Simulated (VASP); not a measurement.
# TiH: single point with r2SCAN

TiH:

```
Ti H
1.0
     2.94631    0.00000    0.00000
     0.00000    2.94631    0.00000
     0.00000    0.00000    4.55873
Ti H
2 2
Direct
  0.50000 0.00000 0.50000
  0.00000 0.50000 0.00000
  0.00000 0.00000 0.25000
  0.00000 0.00000 0.75000
```

```json
{"Program": "VASP 6.6.1", "Task": "single point", "Functional": "r2SCAN", "Potentials or basis": "VASP PAW PBE potentials, release 64 (Ti_sv, H)", "Cutoff": "520 eV", "k mesh": "12 × 12 × 8", "Occupations": "gaussian, width 0.1 eV", "Spin": "no spin polarisation", "Dipole correction": "no", "Further INCAR settings": "ALGO = Normal; EDIFF = 1e-06; NBANDS = 21"}
```

```
Pressure               : 0.4 GPa
Band gap on the k mesh : zero (bands 13 and 14 overlap by 0.87 eV)
```

Levels at points of the mesh, in eV from the Fermi level:
```
           k point  band 11  band 12  band 13  band 14  band 15  band 16
(0.00, 0.00, 0.00)    -2.82    -2.59     0.07     0.70     0.70     1.77
(0.50, 0.00, 0.00)    -2.43    -0.84    -0.55    -0.08     1.54     1.68
(0.50, 0.50, 0.00)    -2.66    -2.66    -1.61     2.73     2.85     3.09
(0.00, 0.00, 0.50)    -1.44    -1.44     0.10     0.10     1.56     1.56
(0.50, 0.00, 0.50)    -2.66    -0.23    -0.07     0.34     0.71     1.05
(0.50, 0.50, 0.50)    -1.85    -1.85    -0.40    -0.40     1.60     1.60
```

Wall time 6.2 min on 1 thread of Intel Xeon 8259CL (shared host), peak memory 0.24 GiB.

Caveat: the PAW data sets were made with another functional, which shifts forces and pressure a little.
